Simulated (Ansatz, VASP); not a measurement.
**Two plane-wave programs on Si3N**

```xyz
8
Lattice="3.8333 0.0000 0.0000 0.0000 5.4212 0.0000 0.0000 0.0000 22.4878" Properties=species:S:1:pos:R:3 pbc="T T T"
Si    1.9167    0.0000    4.0000
Si    0.0000    1.3553    4.0000
Si    0.0000    2.7316    5.8663
Si    1.9167    4.0448    5.8663
Si    1.9167    0.0466    7.6878
Si    0.0000    1.3087    7.6878
N     1.9167    1.8537   11.3878
N     1.9167    1.8537   12.4878
```

Alike in both runs: task single point; functional PBE; dispersion D3(BJ); k mesh 7 × 5 × 1; occupations gaussian, width 0.05 eV; no spin polarisation.

|  | VASP | Ansatz |
| --- | --- | --- |
| version | VASP 6.6.1 | Ansatz 0.2.0 |
| potentials or method | VASP PAW PBE potentials, release 64 (Si, N), cutoff 520 eV | scalar-relativistic, plane waves, PAW |
| valence electrons in the cell | 34 | 34 |

|  | VASP | Ansatz | Ansatz less VASP |
| --- | --- | --- | --- |
| gap on the k mesh at the Fermi level (eV) | none | none | - |
| rms of the force components (eV/Å) | 0.638 | 0.191 | -0.4474 |

Atom by atom the forces differ by 0.519 eV/Å (rms over components). A gap of «none» marks a metal or a gap that the smearing closes. One of these differences is far larger than is usual between the two programs; its cause wasn't traced.

Noted on VASP's run: the standard files for N, O and F lose accuracy on very short bonds.
